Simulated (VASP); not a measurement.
The system is Hg.

```
Hg
1.0
     1.72900    0.99824    2.22800
    -1.72900    0.99824    2.22800
     0.00000   -1.99648    2.22800
Hg
1
Cartesian
  1.7290 0.9982 2.2280
```

| Quantity | Value |
| --- | --- |
| Program | VASP 6.6.1 |
| Task | relaxation of cell and atoms |
| Functional | BLYP |
| Potentials or basis | VASP PAW PBE potentials, release 64 (Hg) |
| Cutoff | 600 eV |
| k mesh | 11 × 11 × 11 |
| Occupations | fermi-dirac, width 0.1 eV |
| Spin | no spin polarisation |

At the start: pressure 13.6 GPa; volume 23.07 Å³/atom.

Task: How do energy, volume and symmetry change on relaxing?

Result: Over 9 steps the energy falls by 463.8 meV/atom and the volume is 51.08 Å³/atom (+121.4 %); space group R-3m (No. 166, to 0.1 Å) before and after.

The path:
```csv
step,energy change (eV),largest force (eV/Å),pressure (GPa),volume (Å³)
1,0.0000,0.0000,13.59,23.07
2,-0.3023,0.0000,3.41,30.24
3,-0.3721,0.0000,2.33,34.24
4,-0.4501,0.0000,0.64,43.26
5,-0.4461,0.0000,-0.21,65.77
6,-0.4581,0.0000,-0.23,57.51
7,-0.4636,0.0000,0.05,50.05
8,-0.4638,0.0000,-0.02,51.16
9,-0.4638,0.0000,-0.01,51.08
```

Final structure:
```xyz
1
Lattice="2.2412 1.2939 2.9359 -2.2412 1.2939 2.9359 0.0000 -2.5879 2.9359" Properties=species:S:1:pos:R:3 pbc="T T T"
Hg    2.2412   -1.2939    5.8719
```

Caveat: the volume moved by over 15 % at a fixed basis, so the end points are rough; the PAW data sets were made with another functional, which shifts forces and pressure a little.
